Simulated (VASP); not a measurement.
# BaCa2Sb2 (P6/mmm) in VASP: single point with PBE

Aim: the single point of BaCa2Sb2 with PBE.

Everything below comes from runs of VASP 6.6.1. Logs are shortened: lines on timing, memory, paths and dates and some standing lists are left out, and cuts for length are marked.

## Step 1: The cell of the first run

It takes space group P6/mmm (No. 191, hexagonal). The conventional cell has a = 4.711 Å, b = 4.711 Å, c = 8.392 Å, α = 90.00°, β = 90.00°, γ = 120.00°. Within 3.4 Å of Ba (site symmetry 6/mmm) lie 2 Sb at 2.57 Å and 6 Ca at 2.72 Å. Ca (site symmetry -6m2) has 3 Ca at 2.72 Å and 3 Ba at 2.72 Å and 6 Sb at 3.74 Å within 3.8 Å. Within 3.4 Å of Sb (site symmetry 6mm) lie 1 Ba at 2.57 Å and 1 Sb at 3.26 Å.

The cell was built from a structure type or drawn by symmetry, and may not be a known phase.

## Step 2: Single point, PBE

INCAR

```
SYSTEM = BaCa2Sb2
PREC = Accurate ; ENCUT = 500
EDIFF = 1E-6 ; ISMEAR = 0
SIGMA = 0.1 ; LREAL = .FALSE.
LASPH = .TRUE. ; NELM = 120
ALGO = Normal ; ISIF = 2
LWAVE = .FALSE. ; LCHARG = .FALSE.
GGA = PE ; NBANDS = 38
GGA_COMPAT = .FALSE.
```

KPOINTS

```
regular mesh
0
G
  6 6 2
  0 0 0
```

POSCAR

```
BaCa2Sb2
1.0
    4.7112119900      0.0000000000      0.0000000000
   -2.3556060000      4.0800292700      0.0000000000
    0.0000000000      0.0000000000      8.3919994400
Ba Ca Sb
1 2 2
Direct
    0.0000000000      0.0000000000      0.0000000000
    0.3333333300      0.6666666700      0.0000000000
    0.6666666700      0.3333333300      0.0000000000
    0.0000000000      0.0000000000      0.3057082800
    0.0000000000      0.0000000000      0.6942917200
```

Potentials or basis: VASP PAW PBE potentials, release 64 (Ba_sv, Ca_sv, Sb_d_GW).

Command:

```
$ cat potpaw_PBE.64/Ba_sv/POTCAR potpaw_PBE.64/Ca_sv/POTCAR potpaw_PBE.64/Sb_d_GW/POTCAR > POTCAR
$ mpirun -np 1 vasp_std > vasp.out
```

OUTCAR:

```text
SYSTEM = BaCa2Sb2
   PREC = Accurate
   ENCUT = 500
   EDIFF = 1E-6
   ISMEAR = 0
   LREAL = .FALSE.
   LASPH = .TRUE.
   NELM = 120
   ISIF = 2
   GGA = PE

 ion  position               nearest neighbor table
   1  0.000  0.000  0.000-   4 2.57   5 2.57   2 2.72   3 2.72   3 2.72   2 2.72   3 2.72   2 2.72

   2  0.333  0.667  0.000-   3 2.72   1 2.72   3 2.72   1 2.72   1 2.72   3 2.72
   3  0.667  0.333  0.000-   2 2.72   1 2.72   2 2.72   1 2.72   1 2.72   2 2.72
   4  0.000  0.000  0.306-   1 2.57   5 3.26
   5  0.000  0.000  0.694-   1 2.57   4 3.26

  LATTYP: Found a hexagonal cell.
 ALAT       =     4.7112119900
 C/A-ratio  =     1.7812824933

  Lattice vectors:

 A1 = (   4.7112119900,   0.0000000000,   0.0000000000)
 A2 = (  -2.3556060000,   4.0800292700,   0.0000000000)
 A3 = (   0.0000000000,   0.0000000000,   8.3919994400)

Analysis of symmetry for initial positions (statically):
=====================================================================
 Subroutine PRICEL returns:
 Original cell was already a primitive cell.

 Routine SETGRP: Setting up the symmetry group for a
 hexagonal supercell.

 Subroutine GETGRP returns: Found 24 space group operations
 (whereof 24 operations were pure point group operations)
 out of a pool of 24 trial point group operations.

The static configuration has the point symmetry D_6h.

Analysis of symmetry for dynamics (positions and initial velocities):
=====================================================================
 Subroutine PRICEL returns:
 Original cell was already a primitive cell.

 Routine SETGRP: Setting up the symmetry group for a
 hexagonal supercell.

 Subroutine GETGRP returns: Found 24 space group operations
 (whereof 24 operations were pure point group operations)
 out of a pool of 24 trial point group operations.

The dynamic configuration has the point symmetry D_6h.

 Subroutine INISYM returns: Found 24 space group operations
 (whereof 24 operations are pure point group operations),
 and found     1 'primitive' translations

----------------------------------------------------------------------------------------

                                     Primitive cell

  volume of cell :     161.3100

  direct lattice vectors                    reciprocal lattice vectors
     4.711211990  0.000000000  0.000000000     0.212259606  0.122548141  0.000000000
    -2.355606000  4.080029270  0.000000000     0.000000000  0.245096281  0.000000000
     0.000000000  0.000000000  8.391999440     0.000000000  0.000000000  0.119161114

  length of vectors
     4.711211990  4.711211996  8.391999440     0.245096281  0.245096281  0.119161114

  position of ions in fractional coordinates (direct lattice)
     0.000000000  0.000000000  0.000000000
     0.333333330  0.666666670  0.000000000
     0.666666670  0.333333330  0.000000000
     0.000000000  0.000000000  0.305708280
     0.000000000  0.000000000  0.694291720

  ion indices of the primitive-cell ions
   primitive index   ion index
                 1           1
                 2           2
                 3           3
                 4           4
                 5           5

----------------------------------------------------------------------------------------

 KPOINTS: regular mesh

Automatic generation of k-mesh.
 Grid dimensions read from file:
 generate k-points for:    6    6    2

 Generating k-lattice:

  Cartesian coordinates                     Fractional coordinates (reciprocal lattice)
     0.035376601  0.020424690  0.000000000     0.166666667  0.000000000  0.000000000
     0.000000000  0.040849380  0.000000000     0.000000000  0.166666667  0.000000000
     0.000000000  0.000000000  0.059580557     0.000000000  0.000000000  0.500000000

  Length of vectors
     0.040849380  0.040849380  0.059580557

  Shift w.r.t. Gamma in fractional coordinates (k-lattice)
     0.000000000  0.000000000  0.000000000

 Subroutine IBZKPT returns following result:
 ===========================================

 Found     14 irreducible k-points:

 Following reciprocal coordinates:
            Coordinates               Weight
  0.000000  0.000000  0.000000      1.000000
  0.166667 -0.000000  0.000000      6.000000
  0.333333  0.000000  0.000000      6.000000
  0.500000 -0.000000  0.000000      3.000000
  0.166667  0.166667  0.000000      6.000000
  0.333333  0.166667  0.000000     12.000000
  0.333333  0.333333  0.000000      2.000000
  0.000000  0.000000  0.500000      1.000000
  0.166667 -0.000000  0.500000      6.000000
  0.333333  0.000000  0.500000      6.000000
  0.500000 -0.000000  0.500000      3.000000
  0.166667  0.166667  0.500000      6.000000
  0.333333  0.166667  0.500000     12.000000
  0.333333  0.333333  0.500000      2.000000
   k-points           NKPTS =     14   k-points in BZ     NKDIM =     14   number of bands    NBANDS=     38
   number of dos      NEDOS =    301   number of ions     NIONS =      5
   total plane-waves  NPLWV =  82944
   dimension x,y,z NGX =    36 NGY =   36 NGZ =   64
   dimension x,y,z NGXF=    72 NGYF=   72 NGZF=  128
   ions per type =               1   2   2
   NGX,Y,Z   is equivalent  to a cutoff of  12.70, 12.70, 12.68 a.u.
   NGXF,Y,Z  is equivalent  to a cutoff of  25.41, 25.41, 25.36 a.u.
 SYSTEM =  BaCa2Sb2
   PREC   = accura    normal or accurate (medium, high low for compatibility)
   ISTART =      0    job   : 0-new  1-cont  2-samecut
   ICHARG =      2    charge: 1-file 2-atom 10-const
   ISPIN  =      1    spin polarized calculation?
   LNONCOLLINEAR =      F non collinear calculations
   LSORBIT =      F    spin-orbit coupling
   LASPH  =      T    aspherical Exc in radial PAW
   ENCUT  =  500.0 eV  36.75 Ry    6.06 a.u.   8.59  8.59 15.30*2*pi/ulx,y,z
   NELM   =    120;   NELMIN=  2; NELMDL= -5     # of ELM steps
   EDIFF  = 0.1E-05   stopping-criterion for ELM
   LREAL  =      F    real-space projection
[... 7 lines left out ...]
   TEBEG  =    0.0;   TEEND  =   0.0 temperature during run
   PSTRESS=    0.0 pullay stress
   NELECT =      60.0000    total number of electrons
   NUPDOWN=      -1.0000    fix difference up-down
   EMIN   =  10.00;   EMAX   =-10.00  energy-range for DOS
   EFERMI =   0.00;   METHOD = LEGACY
   ISMEAR =     0;   SIGMA  =   0.10  broadening in eV -4-tet -1-fermi 0-gaus
   EFERMI_NEDOS =   21; number of points for ismear=-14 and -15
   IALGO  =     38    algorithm
   IMIX   =      4    mixing-type and parameters
     AMIX     =   0.40;   BMIX     =  1.00
     AMIX_MAG =   1.60;   BMIX_MAG =  1.00
  volume/ion in A,a.u.               =      32.26       217.71
  Fermi-wavevector in a.u.,A,eV,Ry     =   1.177348  2.224865 18.859688  1.386148
  Thomas-Fermi vector in A             =   2.313696
   LORBIT       =      0    0 simple, 1 ext, 2 COOP (PROOUT), +10 PAW based schemes
   GGA     = PE    functional components
   LHFCALC =     F    Hartree Fock is set to
   AEXX    =    0.0000 exact exchange contribution
   IVDW    =     0    specifies the selected vdW correction
   LEPSILON=     F    determine dielectric tensor
   LRPA    =     F    only Hartree local field effects (RPA)
 non-spin polarized calculation
 Gauss-broadening in eV      SIGMA  =   0.10
  energy-cutoff  :      500.00
  volume of cell :      161.31
 maximum number of plane-waves:      4141
 NGX is ok and might be reduce to    36
   NGX = 17   NGY = 17   NGZ = 31

 number of electron      60.0000009 magnetization

 Free energy of the ion-electron system (eV)
  ---------------------------------------------------
  ext. energy  EPLUGINS =         0.00000000
  ---------------------------------------------------
  free energy    TOTEN  =        -2.71553211 eV

  energy without entropy =       -2.68491936  energy(sigma->0) =       -2.70022573

 E-fermi :   3.2109     XC(G=0):  -8.7518

 val. band max:        3.1678491056   @ k =   0.5000  -0.0000   0.5000
 cond. band min:       3.2110642598   @ k =   0.0000   0.0000   0.0000
 fundamental gap:      0.0432151541
 Fermi energy:         3.2109363104

 k-point     1 :       0.0000    0.0000    0.0000
  band No.  band energies     occupation
      1     -38.2740      2.00000
      2     -37.7702      2.00000
      3     -26.1110      2.00000
      4     -25.8354      2.00000
      5     -25.7386      2.00000
      6     -25.7386      2.00000
[... 30 lines left out ...]
     37       6.5783      0.00000
     38       6.5799      0.00000

 k-point     2 :       0.1667   -0.0000    0.0000
  band No.  band energies     occupation
      1     -38.2432      2.00000
      2     -37.8000      2.00000
      3     -26.1225      2.00000
      4     -25.8353      2.00000
      5     -25.7387      2.00000
      6     -25.7387      2.00000
[... 30 lines left out ...]
     37       5.9565      0.00000
     38       6.7683      0.00000

 k-point     3 :       0.3333    0.0000    0.0000
  band No.  band energies     occupation
      1     -38.1645      2.00000
      2     -37.8767      2.00000
      3     -26.1494      2.00000
      4     -25.8350      2.00000
      5     -25.7388      2.00000
      6     -25.7388      2.00000
[... 30 lines left out ...]
     37       6.1654      0.00000
     38       6.3495      0.00000

 k-point     4 :       0.5000   -0.0000    0.0000
  band No.  band energies     occupation
      1     -38.1015      2.00000
      2     -37.9386      2.00000
      3     -26.1649      2.00000
      4     -25.8349      2.00000
      5     -25.7389      2.00000
      6     -25.7388      2.00000
[... 30 lines left out ...]
     37       5.8412      0.00000
     38       6.1762      0.00000
[... 293 lines left out ...]
      4     -25.8825      2.00000
      5     -25.7379      2.00000
      6     -25.7377      2.00000
[... 30 lines left out ...]
     37       6.3761      0.00000
     38       6.4603      0.00000

 k-point    13 :       0.3333    0.1667    0.5000
  band No.  band energies     occupation
      1     -38.1025      2.00000
      2     -37.9376      2.00000
      3     -26.1333      2.00000
      4     -25.8823      2.00000
      5     -25.7381      2.00000
      6     -25.7378      2.00000
[... 30 lines left out ...]
     37       6.0255      0.00000
     38       6.9561      0.00000

 k-point    14 :       0.3333    0.3333    0.5000
  band No.  band energies     occupation
      1     -38.0197      2.00000
      2     -38.0197      2.00000
      3     -26.1441      2.00000
      4     -25.8822      2.00000
      5     -25.7380      2.00000
      6     -25.7380      2.00000
[... 30 lines left out ...]
     37       7.0111      0.00000
     38       7.1462      0.00000

------------------------ aborting loop because EDIFF is reached ----------------------------------------

  FORCE on cell =-STRESS in cart. coord.  units (eV):
  Direction    XX          YY          ZZ          XY          YZ          ZX
  --------------------------------------------------------------------------------------
  -------------------------------------------------------------------------------------
  Total       20.7008150     20.7008151     21.8807459     -0.0000000     -0.0000000     -0.0000000
  in kB      205.6064125    205.6064129    217.3258232     -0.0000003     -0.0000000     -0.0000000
  external PRESSURE =     209.5128829 kB  Pullay stress =       0.0000000 kB

 VOLUME and BASIS-vectors are now :
 -----------------------------------------------------------------------------
  energy-cutoff  :      500.00
  volume of cell :      161.31
      direct lattice vectors                 reciprocal lattice vectors
     4.711211990  0.000000000  0.000000000     0.212259606  0.122548141  0.000000000
    -2.355606000  4.080029270  0.000000000     0.000000000  0.245096281  0.000000000
     0.000000000  0.000000000  8.391999440     0.000000000  0.000000000  0.119161114

 POSITION                                       TOTAL-FORCE (eV/Angst)
 -----------------------------------------------------------------------------------
      0.00000      0.00000      0.00000         0.000000     -0.000000      0.000000
     -0.00000      2.72002      0.00000        -0.000000      0.000000      0.000000
      2.35561      1.36001      0.00000         0.000000     -0.000000      0.000000
      0.00000      0.00000      2.56550         0.000000      0.000000      6.098054
      0.00000      0.00000      5.82650         0.000000     -0.000000     -6.098054
 -----------------------------------------------------------------------------------
    total drift:                                0.000000      0.000000     -0.000000

  FREE ENERGIE OF THE ION-ELECTRON SYSTEM (eV)
  ---------------------------------------------------
  free  energy   TOTEN  =        -2.7155321083 eV

  energy  without entropy=       -2.6849193608  energy(sigma->0) =       -2.70022573
```

Run time: 76 s. Hardware: 1 thread of Intel Xeon 6975P-C (Granite Rapids), shared host; peak memory 0.31 GiB.

What came out:

```yaml
Free_energy: -2.7155 eV
Pressure: 21.0 GPa
Largest_force: 6.098 eV/Å
Band_gap_on_the_k_mesh: zero (bands 30 and 31 overlap by 1.72 eV)
```

Forces in eV/Å, atoms in the order of the input:
```
Ba   0.000  0.000  0.000
Ca   0.000  0.000  0.000
Ca   0.000  0.000  0.000
Sb   0.000  0.000  6.098
Sb   0.000  0.000 -6.098
```

Levels at points of the mesh, in eV from the Fermi level:
| k point | band 28 | band 29 | band 30 | band 31 | band 32 | band 33 |
| --- | --- | --- | --- | --- | --- | --- |
| (0.00, 0.00, 0.00) | -1.12 | 0.00 | 0.00 | 1.01 | 1.01 | 1.71 |
| (0.50, 0.00, 0.00) | -2.26 | -1.70 | -0.59 | 0.92 | 1.27 | 1.36 |
| (0.00, 0.00, 0.50) | -0.50 | -0.05 | 0.69 | 0.69 | 1.01 | 1.01 |
| (0.50, 0.00, 0.50) | -1.78 | -0.04 | 0.06 | 0.46 | 0.92 | 1.32 |

Caveat: the k points lie up to 0.37 Å⁻¹ apart, too coarse for converged energies and pressures of a metal; spin-orbit coupling is left out, which moves the levels of the heavy elements; forces of over 1 eV/Å act on the atoms, so gaps and moduli don't describe the material at rest.
